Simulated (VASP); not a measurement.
# TaAs (I4_1md) in VASP: electric field gradients with PBE

Aim: the electric field gradients of TaAs with PBE.

Everything below comes from runs of VASP 6.6.1. Logs are shortened: lines on timing, memory, paths and dates and some standing lists are left out, and cuts for length are marked.

### 1 The cell of the first run

Symmetry: I4_1md, No. 109, tetragonal system. Conventional cell: a = 3.463 Å, b = 3.463 Å, c = 11.736 Å, α = 90.00°, β = 90.00°, γ = 90.00°. Within 3.5 Å of Ta (site symmetry 2mm) lie 6 As at 2.62 to 2.63 Å and 8 Ta at 3.41 to 3.46 Å. As (site symmetry 2mm) has 6 Ta at 2.62 to 2.63 Å and 8 As at 3.41 to 3.46 Å within 3.5 Å.

### 2 Electric field gradients, PBE

The input, INCAR:

```
SYSTEM = TaAs
  ALGO = Normal
  EDIFF = 1E-8
  ENCUT = 400
  GGA = PE
  GGA_COMPAT = .False.
  ISIF = 2
  ISMEAR = 0
  LASPH = .True.
  LCHARG = .False.
  LEFG = .True.
  LREAL = .False.
  LWAVE = .False.
  NBANDS = 36
  NELM = 120
  PREC = Accurate
  SIGMA = 0.05
```

The input, KPOINTS:

```
k-points
0
Gamma
  16 16 16
  0 0 0
```

The input, POSCAR:

```
TaAs
1.0
   -1.7313527948      1.7313527948      5.8680907028
    1.7313527948     -1.7313527948      5.8680907028
    1.7313527948      1.7313527948     -5.8680907028
Ta As
2 2
Direct
    0.5001693557      1.0001693557      0.5000000000
    0.7501693557      0.7501693557      0.0000000000
    0.0824300643      0.5824300643      0.5000000000
    0.3324300643      0.3324300643      0.0000000000
```

Potentials or basis: VASP PAW PBE potentials, release 64 (Ta_sv_GW, As_d).

Launch:

```console
> cat potpaw_PBE.64/Ta_sv_GW/POTCAR potpaw_PBE.64/As_d/POTCAR > POTCAR
> mpirun -np 1 vasp_std > vasp.out
```

OUTCAR:

```text
SYSTEM = TaAs
   EDIFF = 1E-8
   ENCUT = 400
   GGA = PE
   ISIF = 2
   ISMEAR = 0
   LASPH = .True.
   LREAL = .False.
   NELM = 120
   PREC = Accurate

 ion  position               nearest neighbor table
   1  0.500  0.000  0.500-   4 2.62   4 2.62   3 2.63   3 2.63   3 2.63   3 2.63
   2  0.750  0.750  0.000-   3 2.62   3 2.62   4 2.63   4 2.63   4 2.63   4 2.63
   3  0.082  0.582  0.500-   2 2.62   2 2.62   1 2.63   1 2.63   1 2.63   1 2.63
   4  0.332  0.332  0.000-   1 2.62   1 2.62   2 2.63   2 2.63   2 2.63   2 2.63

  LATTYP: Found a body centered tetragonal cell.
 ALAT       =     3.4627055896
 C/A-ratio  =     3.3893096314

  Lattice vectors:

 A1 = (  -1.7313527948,   1.7313527948,   5.8680907028)
 A2 = (   1.7313527948,  -1.7313527948,   5.8680907028)
 A3 = (   1.7313527948,   1.7313527948,  -5.8680907028)

Analysis of symmetry for initial positions (statically):
=====================================================================
 Subroutine PRICEL returns:
 Original cell was already a primitive cell.

 Routine SETGRP: Setting up the symmetry group for a
 body centered tetragonal supercell.

 Subroutine GETGRP returns: Found  8 space group operations
 (whereof  4 operations were pure point group operations)
 out of a pool of 16 trial point group operations.

The static configuration has the point symmetry C_2v.
 The point group associated with its full space group is C_4v.

Analysis of symmetry for dynamics (positions and initial velocities):
=====================================================================
 Subroutine PRICEL returns:
 Original cell was already a primitive cell.

 Routine SETGRP: Setting up the symmetry group for a
 body centered tetragonal supercell.

 Subroutine GETGRP returns: Found  8 space group operations
 (whereof  4 operations were pure point group operations)
 out of a pool of 16 trial point group operations.

The dynamic configuration has the point symmetry C_2v.
 The point group associated with its full space group is C_4v.

 Subroutine INISYM returns: Found  8 space group operations
 (whereof  4 operations are pure point group operations),
 and found     1 'primitive' translations

----------------------------------------------------------------------------------------

                                     Primitive cell

  volume of cell :      70.3603

  direct lattice vectors                    reciprocal lattice vectors
    -1.731352795  1.731352795  5.868090703     0.000000000  0.288791517  0.085206590
     1.731352795 -1.731352795  5.868090703     0.288791517  0.000000000  0.085206590
     1.731352795  1.731352795 -5.868090703     0.288791517  0.288791517  0.000000000

  length of vectors
     6.358431685  6.358431685  6.358431685     0.301099159  0.301099159  0.408412880

  position of ions in fractional coordinates (direct lattice)
     0.500169356  0.000169356  0.500000000
     0.750169356  0.750169356  0.000000000
     0.082430064  0.582430064  0.500000000
     0.332430064  0.332430064  0.000000000

  ion indices of the primitive-cell ions
   primitive index   ion index
                 1           1
                 2           2
                 3           3
                 4           4

----------------------------------------------------------------------------------------

 KPOINTS: k-points

Automatic generation of k-mesh.
 Grid dimensions read from file:
 generate k-points for:   16   16   16

 Generating k-lattice:

  Cartesian coordinates                     Fractional coordinates (reciprocal lattice)
     0.000000000  0.018049470  0.005325412     0.062500000  0.000000000 -0.000000000
     0.018049470  0.000000000  0.005325412     0.000000000  0.062500000 -0.000000000
[... 40 lines left out ...]
   k-points           NKPTS =    349   k-points in BZ     NKDIM =    349   number of bands    NBANDS=     36
   number of dos      NEDOS =    301   number of ions     NIONS =      4
   total plane-waves  NPLWV =  74088
   dimension x,y,z NGX =    42 NGY =   42 NGZ =   42
   dimension x,y,z NGXF=    84 NGYF=   84 NGZF=   84
   ions per type =               2   2
   NGX,Y,Z   is equivalent  to a cutoff of  10.98, 10.98, 10.98 a.u.
   NGXF,Y,Z  is equivalent  to a cutoff of  21.96, 21.96, 21.96 a.u.
 SYSTEM =  TaAs
   PREC   = accura    normal or accurate (medium, high low for compatibility)
   ISTART =      0    job   : 0-new  1-cont  2-samecut
   ICHARG =      2    charge: 1-file 2-atom 10-const
   ISPIN  =      1    spin polarized calculation?
   LNONCOLLINEAR =      F non collinear calculations
   LSORBIT =      F    spin-orbit coupling
   LASPH  =      T    aspherical Exc in radial PAW
   ENCUT  =  400.0 eV  29.40 Ry    5.42 a.u.  10.37 10.37 10.37*2*pi/ulx,y,z
   NELM   =    120;   NELMIN=  2; NELMDL= -5     # of ELM steps
   EDIFF  = 0.1E-07   stopping-criterion for ELM
   LREAL  =      F    real-space projection
   EDIFFG = 0.1E-06   stopping-criterion for IOM
   NSW    =      0    number of steps for IOM
   IBRION =     -1    ionic relax: 0-MD 1-quasi-New 2-CG
   NFREE  =      0    steps in history (QN), initial steepest desc. (CG)
   ISIF   =      2    stress and relaxation
   ISYM   =      2    0-nonsym 1-usesym 2-fastsym
   POTIM  = 0.5000    time-step for ionic-motion
   TEBEG  =    0.0;   TEEND  =   0.0 temperature during run
   PSTRESS=    0.0 pullay stress
   NELECT =      56.0000    total number of electrons
   NUPDOWN=      -1.0000    fix difference up-down
   EMIN   =  10.00;   EMAX   =-10.00  energy-range for DOS
   EFERMI =   0.00;   METHOD = LEGACY
   ISMEAR =     0;   SIGMA  =   0.05  broadening in eV -4-tet -1-fermi 0-gaus
   EFERMI_NEDOS =   21; number of points for ismear=-14 and -15
   IALGO  =     38    algorithm
   IMIX   =      4    mixing-type and parameters
     AMIX     =   0.40;   BMIX     =  1.00
     AMIX_MAG =   1.60;   BMIX_MAG =  1.00
  volume/ion in A,a.u.               =      17.59       118.70
  Fermi-wavevector in a.u.,A,eV,Ry     =   1.517149  2.866996 31.317082  2.301741
  Thomas-Fermi vector in A             =   2.626443
   LORBIT       =      0    0 simple, 1 ext, 2 COOP (PROOUT), +10 PAW based schemes
   GGA     = PE    functional components
   LHFCALC =     F    Hartree Fock is set to
   AEXX    =    0.0000 exact exchange contribution
   IVDW    =     0    specifies the selected vdW correction
   LEPSILON=     F    determine dielectric tensor
   LRPA    =     F    only Hartree local field effects (RPA)
 non-spin polarized calculation
 Gauss-broadening in eV      SIGMA  =   0.05
  energy-cutoff  :      400.00
  volume of cell :       70.36
 maximum number of plane-waves:      1295
 NGX is ok and might be reduce to    42
   NGX = 21   NGY = 21   NGZ = 21

 number of electron      56.0000023 magnetization

 Free energy of the ion-electron system (eV)
  ---------------------------------------------------
  ext. energy  EPLUGINS =         0.00000000
  ---------------------------------------------------
  free energy    TOTEN  =       -40.12189837 eV

  energy without entropy =      -40.12140379  energy(sigma->0) =      -40.12165108

 E-fermi :   8.4388     XC(G=0): -12.4900

 val. band max:        8.4346683434   @ k =  -0.3125   0.4375   0.3125
 cond. band min:       8.4469865729   @ k =  -0.1875   0.3125   0.1875
 fundamental gap:      0.0123182296
 Fermi energy:         8.4387709932

 k-point     1 :       0.0000    0.0000    0.0000
  band No.  band energies     occupation
      1     -59.9994      2.00000
      2     -59.9896      2.00000
      3     -27.2937      2.00000
      4     -27.2937      2.00000
      5     -27.2625      2.00000
      6     -27.2558      2.00000
[... 925 lines left out ...]
     35      12.2696      0.00000
     36      12.3122      0.00000

 [... further k-points ...]
[... 5 lines left out ...]
  --------------------------------------------------------------------------------------
  -------------------------------------------------------------------------------------
  Total       -0.2762270     -0.2762270     -0.2971812      0.0000000      0.0000000      0.0000000
  in kB       -6.2899720     -6.2899720     -6.7671203      0.0000000      0.0000000      0.0000000
  external PRESSURE =      -6.4490214 kB  Pullay stress =       0.0000000 kB

 VOLUME and BASIS-vectors are now :
 -----------------------------------------------------------------------------
  energy-cutoff  :      400.00
  volume of cell :       70.36
      direct lattice vectors                 reciprocal lattice vectors
    -1.731352795  1.731352795  5.868090703     0.000000000  0.288791517  0.085206590
     1.731352795 -1.731352795  5.868090703     0.288791517  0.000000000  0.085206590
     1.731352795  1.731352795 -5.868090703     0.288791517  0.288791517  0.000000000

 POSITION                                       TOTAL-FORCE (eV/Angst)
 -----------------------------------------------------------------------------------
      0.00000      1.73135      0.00199        -0.000000      0.000000      0.000714
      0.00000      0.00000      8.80412         0.000000      0.000000      0.000714
      1.73135      0.00000      0.96741         0.000000     -0.000000     -0.000714
      0.00000      0.00000      3.90146        -0.000000      0.000000     -0.000714
 -----------------------------------------------------------------------------------
    total drift:                               -0.000004     -0.000004      0.003155

  FREE ENERGIE OF THE ION-ELECTRON SYSTEM (eV)
  ---------------------------------------------------
  free  energy   TOTEN  =       -40.1218983745 eV

  energy  without entropy=      -40.1214037922  energy(sigma->0) =      -40.12165108

 Electric field gradients (V/A^2)
---------------------------------------------------------------------
 ion       V_xx      V_yy      V_zz      V_xy      V_xz      V_yz
---------------------------------------------------------------------
   1      21.720   -24.607     2.888    -0.001    -0.001    -0.001
   2     -24.607    21.720     2.888    -0.001    -0.001    -0.001
   3      -7.701   -11.246    18.947     0.002    -0.001    -0.001
   4     -11.246    -7.701    18.947     0.002    -0.001    -0.001
---------------------------------------------------------------------

 Electric field gradients after diagonalization (V/A^2)
 (convention: |V_zz| > |V_xx| > |V_yy|)
----------------------------------------------------------------------
 ion       V_xx      V_yy      V_zz     asymmetry (V_yy - V_xx)/ V_zz
----------------------------------------------------------------------
   1      21.720     2.888   -24.607       0.765
   2      21.720     2.888   -24.607       0.765
   3     -11.246    -7.701    18.947       0.187
   4     -11.246    -7.701    18.947       0.187
----------------------------------------------------------------------

           NMR quadrupolar parameters

 Cq : quadrupolar parameter    Cq=e*Q*V_zz/h
 eta: asymmetry parameters     (V_yy - V_xx)/ V_zz
 Q  : nuclear electric quadrupole moment in mb (millibarn)
----------------------------------------------------------------------
 ion       Cq(MHz)       eta       Q (mb)
----------------------------------------------------------------------
   1      -0.060       0.765       1.000
   2      -0.060       0.765       1.000
   3       0.046       0.187       1.000
   4       0.046       0.187       1.000
----------------------------------------------------------------------
```

Run time: 22 min. Hardware: 1 thread of Intel Xeon 6975P-C (Granite Rapids), shared host; peak memory 0.65 GiB.

What came out:

- Free energy: -40.1219 eV
- Pressure: -0.6 GPa
- Band gap on the k mesh: zero (bands 28 and 29 overlap by 0.06 eV)
- Largest electric field gradient by atom: Ta -24.6; As +18.9 V/Å²

Electric field gradients, principal values (V/Å²):
```csv
atom,least,middle,greatest (by size)
1 Ta,2.888,21.720,-24.607
2 Ta,2.888,21.720,-24.607
3 As,-7.701,-11.246,18.947
4 As,-7.701,-11.246,18.947
```

Caveat: without QUAD_EFG the Cq values of the log hold for a quadrupole moment of 1 mb, not for the nuclei; spin-orbit coupling is left out, which moves the levels of the heavy elements.
